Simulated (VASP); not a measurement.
# Al15RuO24 (a cell with a defect) in VASP: further runs, part 2 of 2

VASP 6.6.1.

**3. Electric field gradients, PBE, collinear spin, ferromagnetic start**

File INCAR:

```
SYSTEM = Al15RuO24
  PREC = Accurate
  ENCUT = 520
  EDIFF = 1E-8
  ISMEAR = -1
  SIGMA = 0.01
  LREAL = .False.
  LASPH = .True.
  NELM = 200
  ALGO = Normal
  ISIF = 2
  LWAVE = .False.
  LCHARG = .False.
  ISPIN = 2
  MAGMOM = 0.01 0.01 0.01 0.01 0.01 0.01 0.01 0.01 0.01 0.01 0 0.01 0.01 0.01 0.01 0.75 0.01 0.01 0.04 0.01 0.04 0.01 0.01 0.01 0.01 0.02 0.01 0.06 0.03 0.03 0.01 0.01 0.01 0.01 0.02 0.01 0.01 0.01 0.01 0.01
  LORBIT = 11
  NUPDOWN = 2.0
  LMAXMIX = 4
  GGA = PE
  LEFG = .True.
  NELECT = 204.0
  NBANDS = 132
  GGA_COMPAT = .False.
```

File KPOINTS:

```
Automatic mesh
0
Gamma
  1 1 1
  0.25 0.25 0.25
```

File POSCAR:

```
Al15RuO24
1.0
    2.4039417622      1.3879164235      4.3742070937
   -4.8078835245      2.7758328471      8.7484141875
    0.0000000000     -5.5516656942      8.7484141875
Al Ru O
15 1 24
Direct
    0.6478877100      0.3239438500      0.3239438500
    0.1478877100      0.0739438500      0.0739438500
    0.3521122900      0.1760561500      0.1760561500
    0.6478877100      0.3239438500      0.8239438500
    0.8521122900      0.4260561500      0.9260561500
    0.1478877100      0.0739438500      0.5739438500
    0.3521122900      0.1760561500      0.6760561500
    0.6478877100      0.8239438500      0.3239438500
    0.8521122900      0.9260561500      0.4260561500
    0.1478877100      0.5739438500      0.0739438500
    0.3521122900      0.6760561500      0.1760561500
    0.6478877100      0.8239438500      0.8239438500
    0.8521122900      0.9260561500      0.9260561500
    0.1478877100      0.5739438500      0.5739438500
    0.3521122900      0.6760561500      0.6760561500
    0.8521122900      0.4260561500      0.4260561500
    0.4438508600      0.0280745700      0.3750000000
    0.9438508600      0.1250000000      0.2780745700
    0.0561491400      0.3750000000      0.2219254300
    0.7500000000      0.2219254300      0.0280745700
    0.2500000000      0.2780745700      0.4719254300
    0.5561491400      0.4719254300      0.1250000000
    0.4438508600      0.0280745700      0.8750000000
    0.9438508600      0.1250000000      0.7780745700
    0.0561491400      0.3750000000      0.7219254300
    0.7500000000      0.2219254300      0.5280745700
    0.2500000000      0.2780745700      0.9719254300
    0.5561491400      0.4719254300      0.6250000000
    0.4438508600      0.5280745700      0.3750000000
    0.9438508600      0.6250000000      0.2780745700
    0.0561491400      0.8750000000      0.2219254300
    0.7500000000      0.7219254300      0.0280745700
    0.2500000000      0.7780745700      0.4719254300
    0.5561491400      0.9719254300      0.1250000000
    0.4438508600      0.5280745700      0.8750000000
    0.9438508600      0.6250000000      0.7780745700
    0.0561491400      0.8750000000      0.7219254300
    0.7500000000      0.7219254300      0.5280745700
    0.2500000000      0.7780745700      0.9719254300
    0.5561491400      0.9719254300      0.6250000000
```

Potentials or basis: VASP PAW PBE potentials, release 64 (Al, Ru_pv, O).

Launch:

```console
cat potpaw_PBE.64/Al/POTCAR potpaw_PBE.64/Ru_pv/POTCAR potpaw_PBE.64/O/POTCAR > POTCAR
mpirun -np 1 vasp_std > vasp.out
```

OUTCAR:

```text
SYSTEM = Al15RuO24
   PREC = Accurate
   ENCUT = 520
   EDIFF = 1E-8
   ISMEAR = -1
   LREAL = .False.
   LASPH = .True.
   NELM = 200
   ISIF = 2
   ISPIN = 2
   LORBIT = 11
   NUPDOWN = 2.0
   GGA = PE
   NELECT = 204.0

 ion  position               nearest neighbor table
   1  0.648  0.324  0.324-  18 1.87  22 1.87  21 1.87  19 1.99  26 1.99  29 1.99  16 2.68   3 2.82
                             7 2.82  11 2.82   5 3.25   9 3.25  16 3.25
   2  0.148  0.074  0.074-  23 1.87  31 1.87  20 1.87  34 1.99  27 1.99  18 1.99   3 2.68  13 2.82
                             9 2.82   5 2.82   7 3.25  11 3.25   3 3.25
   3  0.352  0.176  0.176-  19 1.87  17 1.87  20 1.87  18 1.99  27 1.99  34 1.99   2 2.68   1 2.82
                             4 2.82   8 2.82   6 3.25  10 3.25   2 3.25
   4  0.648  0.324  0.824-  24 1.87  28 1.87  27 1.87  25 1.99  20 1.99  35 1.99   5 2.68   7 2.82
                             3 2.82  15 2.82  16 3.25  13 3.25   5 3.25
   5  0.852  0.426  0.926-  22 1.87  36 1.87  27 1.87  35 1.99  20 1.99  25 1.99   4 2.68  10 2.82
                            14 2.82   2 2.82   1 3.25  12 3.25   4 3.25
   6  0.148  0.074  0.574-  17 1.87  37 1.87  26 1.87  40 1.99  21 1.99  24 1.99   7 2.68   9 2.82
[... 717 lines left out ...]
   2       0.013       0.024       1.000
   3       0.014       0.319       1.000
   4       0.015       0.460       1.000
   5       0.014       0.139       1.000
   6       0.013       0.071       1.000
[... 32 lines left out ...]
  39      -0.093       0.525       1.000
  40      -0.096       0.534       1.000
----------------------------------------------------------------------

 total charge

# of ion       s       p       d       tot
------------------------------------------
    1        0.320   0.391   0.000   0.711
    2        0.317   0.389   0.000   0.707
    3        0.322   0.389   0.000   0.711
    4        0.320   0.390   0.000   0.710
    5        0.316   0.389   0.000   0.705
    6        0.319   0.386   0.000   0.705
[... 32 lines left out ...]
   39        1.555   3.623   0.000   5.179
   40        1.552   3.627   0.000   5.179
--------------------------------------------------
tot         42.484  99.194   6.232 147.910

 magnetization (x)

# of ion       s       p       d       tot
------------------------------------------
    1        0.011   0.002   0.000   0.012
    2        0.010   0.002   0.000   0.011
    3        0.015   0.002   0.000   0.017
    4        0.011   0.002   0.000   0.013
    5        0.009   0.001   0.000   0.010
    6        0.010   0.001   0.000   0.011
[... 32 lines left out ...]
   39        0.009   0.001   0.000   0.010
   40        0.006   0.005   0.000   0.011
--------------------------------------------------
tot          0.377   0.208   0.962   1.547
```

Run time: 11 min. Hardware: 1 thread of Oxide Virtual Turin-like, shared host; peak memory 0.77 GiB.

What came out:

```
Free energy                                           : -284.1132 eV
Largest force                                         : 5.199 eV/Å
Net moment                                            : 2.00 μB per cell
Site moments                                          : Al +0.01, +0.02 (each value once); Ru +0.98; O +0.01, +0.03, +0.02, +0.05 (each value once) μB
Largest electric field gradient by atom               : Al +7.3, +5.4, +5.8, +6.1, +5.5, +6.0, +5.6, +5.0, +5.7, +5.3 (each value once); Ru +186.0; O -39.3, -39.6, -39.8, -38.5, -38.4, -39.7, -40.0, -38.7, -38.3, -39.5, -42.6, -39.2, -38.9, -39.9 (each value once) V/Å²
Valence electrons inside the program's atomic spheres : Al 0.71, 0.70 (each value once); Ru 13.02; O 5.18, 5.17 (each value once)
```

Forces in eV/Å, atoms in the order of the input:
```
Al  -0.108 -0.069 -0.206
Al  -0.025 -0.002  0.018
Al  -0.080  0.029  0.029
Al  -0.119  0.112 -0.174
Al  -0.002  0.011  0.113
Al  -0.273  0.151  0.115
Al  -0.120  0.136 -0.066
Al   0.122 -0.020 -0.167
Al   0.036  0.029  0.035
Al   0.054 -0.253  0.028
Al   0.050 -0.151 -0.041
Al   0.025 -0.039 -0.053
Al  -0.008 -0.019  0.076
Al   0.221  0.073  0.084
Al   0.156 -0.062 -0.108
Ru   0.325  0.084 -1.872
O    0.044 -0.041 -0.001
O    0.086 -0.061 -0.105
O    1.156  1.826 -1.910
O    0.072  0.052  0.021
O    4.455 -0.150  2.527
O   -0.013  0.031 -0.012
O    0.042 -0.002 -0.033
O    0.072 -0.068 -0.008
O   -0.026 -0.006 -0.027
O    0.984 -1.822 -1.624
O    0.079 -0.135 -0.132
O   -2.528 -3.826  2.449
O   -2.242  0.148 -1.753
O   -1.962  3.780  2.472
O   -0.042  0.070  0.063
O   -0.079  0.056  0.006
O   -0.080  0.003  0.001
O   -0.074  0.048  0.009
O    0.003  0.019  0.181
O   -0.181 -0.055 -0.014
O    0.000  0.007  0.012
O   -0.028  0.063  0.042
O   -0.044  0.066  0.012
O    0.053 -0.009  0.018
```

Electric field gradients, principal values (V/Å²):
```tsv
atom	least	middle	greatest (by size)
1 Al	-2.192	-5.128	7.319
2 Al	-2.643	-2.775	5.418
3 Al	-1.989	-3.854	5.844
4 Al	-1.660	-4.486	6.145
5 Al	-2.494	-3.298	5.792
6 Al	-2.539	-2.926	5.465
7 Al	-2.160	-3.869	6.029
8 Al	-1.512	-4.328	5.840
9 Al	-2.744	-2.895	5.638
10 Al	-1.996	-2.968	4.964
11 Al	-1.856	-3.951	5.807
12 Al	-2.649	-3.080	5.729
13 Al	-2.704	-2.837	5.541
14 Al	-2.373	-2.886	5.259
15 Al	-1.931	-3.031	4.962
16 Ru	-76.783	-109.168	185.952
17 O	9.668	29.623	-39.291
18 O	9.852	29.729	-39.580
19 O	11.064	28.731	-39.794
20 O	10.104	28.402	-38.505
21 O	0.307	38.069	-38.376
22 O	9.303	30.367	-39.670
23 O	9.664	30.134	-39.798
24 O	8.877	30.387	-39.264
25 O	9.636	30.030	-39.666
26 O	10.838	29.178	-40.016
27 O	8.269	30.414	-38.684
28 O	0.837	37.487	-38.324
29 O	11.769	27.690	-39.459
30 O	0.622	41.949	-42.571
31 O	9.633	29.518	-39.151
32 O	9.743	28.983	-38.727
33 O	8.928	29.923	-38.851
34 O	8.675	30.036	-38.711
35 O	11.162	28.352	-39.514
36 O	8.809	29.895	-38.704
37 O	9.840	29.100	-38.940
38 O	9.660	29.074	-38.734
39 O	9.101	29.241	-38.342
40 O	9.282	30.573	-39.855
```

Caveat: the k points lie up to 1.22 Å⁻¹ apart, too coarse for converged energies, forces and pressures; the cell carries a net charge on a neutralising background, which shifts energy and pressure; the cell is charged against a uniform background, so pressure and absolute levels hang on convention; without QUAD_EFG the Cq values of the log hold for a quadrupole moment of 1 mb, not for the nuclei; the total moment is fixed, so each spin has its own Fermi level and the state may be an excited one.

**4. Electric field gradients, PBE, collinear spin, ferromagnetic start**

File INCAR:

```
SYSTEM = Al15RuO24
PREC = Accurate
ENCUT = 520
EDIFF = 1E-8
ISMEAR = -1
SIGMA = 0.01
LREAL = .False.
LASPH = .True.
NELM = 200
ALGO = Normal
ISIF = 2
LWAVE = .False.
LCHARG = .False.
ISPIN = 2
MAGMOM = 0 0 0 0 0 0 0 0 0 0 0 0 0 0 0 0.58 0 0 0.01 0 0.03 0 0 0 0 0.02 0 0.03 0.01 0.03 0 0 0 0 0 0 0 0 0 0
LORBIT = 11
NUPDOWN = 1.0
LMAXMIX = 4
GGA = PE
LEFG = .True.
NBANDS = 132
GGA_COMPAT = .False.
```

KPOINTS is that of step 3.

POSCAR is that of step 3.

Potentials or basis: VASP PAW PBE potentials, release 64 (Al, Ru_pv, O).

Launch:

```console
cat potpaw_PBE.64/Al/POTCAR potpaw_PBE.64/Ru_pv/POTCAR potpaw_PBE.64/O/POTCAR > POTCAR
mpirun -np 1 vasp_std > vasp.out
```

OUTCAR:

```text
SYSTEM = Al15RuO24
   PREC = Accurate
   ENCUT = 520
   EDIFF = 1E-8
   ISMEAR = -1
   LREAL = .False.
   LASPH = .True.
   NELM = 200
   ISIF = 2
   ISPIN = 2
   LORBIT = 11
   NUPDOWN = 1.0
   GGA = PE

 ion  position               nearest neighbor table
   1  0.648  0.324  0.324-  18 1.87  22 1.87  21 1.87  19 1.99  26 1.99  29 1.99  16 2.68   3 2.82
                             7 2.82  11 2.82   5 3.25   9 3.25  16 3.25
   2  0.148  0.074  0.074-  23 1.87  31 1.87  20 1.87  34 1.99  27 1.99  18 1.99   3 2.68  13 2.82
                             9 2.82   5 2.82   7 3.25  11 3.25   3 3.25
   3  0.352  0.176  0.176-  19 1.87  17 1.87  20 1.87  18 1.99  27 1.99  34 1.99   2 2.68   1 2.82
                             4 2.82   8 2.82   6 3.25  10 3.25   2 3.25
   4  0.648  0.324  0.824-  24 1.87  28 1.87  27 1.87  25 1.99  20 1.99  35 1.99   5 2.68   7 2.82
                             3 2.82  15 2.82  16 3.25  13 3.25   5 3.25
   5  0.852  0.426  0.926-  22 1.87  36 1.87  27 1.87  35 1.99  20 1.99  25 1.99   4 2.68  10 2.82
                            14 2.82   2 2.82   1 3.25  12 3.25   4 3.25
   6  0.148  0.074  0.574-  17 1.87  37 1.87  26 1.87  40 1.99  21 1.99  24 1.99   7 2.68   9 2.82
                            13 2.82  16 2.82   3 3.25  15 3.25   7 3.25
   7  0.352  0.176  0.676-  25 1.87  23 1.87  26 1.87  24 1.99  21 1.99  40 1.99   6 2.68   4 2.82
                             1 2.82  12 2.82   2 3.25  14 3.25   6 3.25
   8  0.648  0.824  0.324-  30 1.87  34 1.87  33 1.87  31 1.99  38 1.99  17 1.99   9 2.68  11 2.82
                            15 2.82   3 2.82  13 3.25  16 3.25   9 3.25
   9  0.852  0.926  0.426-  40 1.87  18 1.87  33 1.87  17 1.99  38 1.99  31 1.99   8 2.68   6 2.82
[... 37 lines left out ...]
  39  0.250  0.778  0.972-  12 1.87  13 1.87  10 1.99  11 1.99
  40  0.556  0.972  0.625-   9 1.87  12 1.87   6 1.99   7 1.99

  LATTYP: Found a base centered monoclinic cell.
 ALAT       =    14.1357249094
 B/A-ratio  =     0.6802457681
[... 620 lines left out ...]
   6      -3.407    -2.381     5.788       0.177
[... 32 lines left out ...]
  39      30.722     8.875   -39.596       0.552
  40      28.612     8.878   -37.491       0.526
----------------------------------------------------------------------

           NMR quadrupolar parameters

 Cq : quadrupolar parameter    Cq=e*Q*V_zz/h
 eta: asymmetry parameters     (V_yy - V_xx)/ V_zz
 Q  : nuclear electric quadrupole moment in mb (millibarn)
----------------------------------------------------------------------
 ion       Cq(MHz)       eta       Q (mb)
----------------------------------------------------------------------
   1       0.017       0.283       1.000
   2       0.015       0.017       1.000
   3       0.014       0.145       1.000
   4       0.015       0.314       1.000
   5       0.015       0.032       1.000
   6       0.014       0.177       1.000
[... 32 lines left out ...]
  39      -0.096       0.552       1.000
  40      -0.091       0.526       1.000
----------------------------------------------------------------------

 total charge

# of ion       s       p       d       tot
------------------------------------------
    1        0.309   0.388   0.000   0.697
    2        0.306   0.386   0.000   0.693
    3        0.307   0.387   0.000   0.694
    4        0.309   0.387   0.000   0.696
    5        0.306   0.387   0.000   0.693
    6        0.308   0.384   0.000   0.692
[... 32 lines left out ...]
   39        1.546   3.625   0.000   5.171
   40        1.546   3.624   0.000   5.171
--------------------------------------------------
tot         42.118  99.173   6.151 147.442

 magnetization (x)

# of ion       s       p       d       tot
------------------------------------------
    1        0.001   0.000   0.000   0.001
    2        0.000   0.000   0.000   0.000
    3        0.000  -0.000   0.000   0.000
    4        0.000   0.000   0.000   0.000
    5        0.000  -0.000   0.000   0.000
    6        0.001   0.000   0.000   0.001
[... 32 lines left out ...]
   39       -0.000  -0.000   0.000  -0.000
   40       -0.000  -0.000   0.000  -0.000
--------------------------------------------------
tot          0.016   0.137   0.755   0.907
```

OSZICAR:

```text
N       E                     dE             d eps       ncg     rms          rms(c)
DAV:   1     0.123427119320E+04    0.12343E+04   -0.10987E+05   536   0.148E+03
DAV:   2    -0.248202511512E+03   -0.14825E+04   -0.14468E+04   640   0.338E+02
[... 18 lines left out ...]
DAV:  21    -0.296594440774E+03    0.34451E-06   -0.25775E-06   688   0.593E-03    0.480E-03
DAV:  22    -0.296594441071E+03   -0.29720E-06   -0.19586E-06   576   0.268E-03    0.468E-03
DAV:  23    -0.296594441022E+03    0.48520E-07   -0.28235E-07   648   0.252E-03    0.238E-03
DAV:  24    -0.296594441009E+03    0.12842E-07   -0.26918E-07   600   0.186E-03    0.121E-03
DAV:  25    -0.296594440973E+03    0.36240E-07   -0.43658E-08   568   0.890E-04    0.733E-04
DAV:  26    -0.296594440966E+03    0.71450E-08   -0.33137E-08   536   0.656E-04
   1 F= -.29659444E+03 E0= -.29659444E+03  d E =-.506900E-07  mag=     1.0000
```

Run time: 7.7 min. Hardware: 1 thread of Oxide Virtual Turin-like, shared host; peak memory 0.76 GiB.

What came out:

```
Free energy                                           : -296.5944 eV
Pressure                                              : 6.0 GPa
Largest force                                         : 4.476 eV/Å
Net moment                                            : 1.00 μB per cell
Site moments                                          : Al +0.00; Ru +0.77; O +0.00, +0.01, +0.03, -0.00 (each value once) μB
Largest electric field gradient by atom               : Al +7.1, +6.0, +5.6, +6.2, +5.8, +5.7, +5.9 (each value once); Ru +185.6; O -39.4, -39.7, -42.6, -39.9, +46.9, -39.3, -39.1, -38.8, -43.6, -39.2, +45.0, -42.7, +45.5, -39.5, -40.0, -39.6, -38.9, -38.3, -39.0, -37.5 (each value once) V/Å²
Valence electrons inside the program's atomic spheres : Al 0.70, 0.69 (each value once); Ru 12.95; O 5.17
```

Forces on the atoms (eV/Å):
```
Al  -0.040  0.026 -0.347
Al   0.014  0.008 -0.007
Al   0.132  0.015 -0.048
Al   0.054 -0.009 -0.039
Al   0.005  0.005  0.004
Al   0.007 -0.013  0.078
Al  -0.078 -0.143 -0.038
Al  -0.032 -0.023 -0.041
Al   0.034  0.009 -0.004
Al  -0.008  0.039  0.068
Al  -0.047  0.120 -0.030
Al   0.002 -0.009  0.004
Al  -0.018  0.002  0.028
Al  -0.010  0.005  0.067
Al  -0.018  0.019 -0.010
Ru  -0.060  0.006 -2.436
O   -0.042 -0.004  0.012
O    0.008  0.008  0.015
O    0.933  1.463 -1.338
O   -0.002  0.017  0.012
O    3.882 -0.109  2.226
O    0.043 -0.015  0.008
O    0.010  0.000 -0.021
O   -0.009 -0.028 -0.029
O    0.004  0.047  0.018
O    0.853 -1.519 -1.281
O   -0.008 -0.103 -0.011
O   -2.028 -3.265  2.176
O   -1.749  0.041 -1.350
O   -1.767  3.357  2.186
O   -0.025  0.031  0.032
O    0.022 -0.016  0.014
O   -0.012 -0.002 -0.013
O   -0.030  0.035  0.010
O   -0.029 -0.001  0.049
O   -0.001 -0.036 -0.008
O    0.001  0.001  0.003
O   -0.005  0.004 -0.016
O   -0.010 -0.002  0.005
O    0.024  0.038  0.051
```

Electric field gradients, principal values (V/Å²):
| atom | least | middle | greatest (by size) |
| --- | --- | --- | --- |
| 1 Al | -2.560 | -4.583 | 7.143 |
| 2 Al | -2.954 | -3.056 | 6.010 |
| 3 Al | -2.388 | -3.199 | 5.587 |
| 4 Al | -2.132 | -4.087 | 6.218 |
| 5 Al | -2.921 | -3.116 | 6.037 |
| 6 Al | -2.381 | -3.407 | 5.788 |
| 7 Al | -2.127 | -3.606 | 5.733 |
| 8 Al | -2.351 | -3.695 | 6.046 |
| 9 Al | -2.842 | -3.135 | 5.978 |
| 10 Al | -2.014 | -3.627 | 5.641 |
| 11 Al | -2.289 | -3.292 | 5.581 |
| 12 Al | -2.788 | -3.079 | 5.867 |
| 13 Al | -2.922 | -3.087 | 6.008 |
| 14 Al | -2.190 | -3.518 | 5.707 |
| 15 Al | -2.581 | -2.984 | 5.565 |
| 16 Ru | -82.790 | -102.780 | 185.569 |
| 17 O | 10.182 | 29.264 | -39.445 |
| 18 O | 9.477 | 30.236 | -39.714 |
| 19 O | 10.962 | 31.620 | -42.582 |
| 20 O | 8.771 | 31.118 | -39.889 |
| 21 O | -2.497 | -44.399 | 46.897 |
| 22 O | 9.346 | 29.937 | -39.283 |
| 23 O | 9.554 | 29.546 | -39.100 |
| 24 O | 9.246 | 29.553 | -38.799 |
| 25 O | 9.934 | 28.901 | -38.835 |
| 26 O | 10.431 | 33.180 | -43.611 |
| 27 O | 7.772 | 31.381 | -39.153 |
| 28 O | -2.925 | -42.122 | 45.047 |
| 29 O | 9.643 | 33.063 | -42.706 |
| 30 O | -3.495 | -42.034 | 45.529 |
| 31 O | 9.066 | 30.459 | -39.524 |
| 32 O | 9.378 | 30.645 | -40.023 |
| 33 O | 8.589 | 30.989 | -39.578 |
| 34 O | 9.480 | 29.400 | -38.880 |
| 35 O | 9.594 | 28.748 | -38.342 |
| 36 O | 9.479 | 29.443 | -38.922 |
| 37 O | 9.477 | 29.547 | -39.024 |
| 38 O | 8.701 | 30.477 | -39.178 |
| 39 O | 8.875 | 30.722 | -39.596 |
| 40 O | 8.878 | 28.612 | -37.491 |

Caveat: the k points lie up to 1.22 Å⁻¹ apart, too coarse for converged energies, forces and pressures; without QUAD_EFG the Cq values of the log hold for a quadrupole moment of 1 mb, not for the nuclei; the total moment is fixed, so each spin has its own Fermi level and the state may be an excited one.
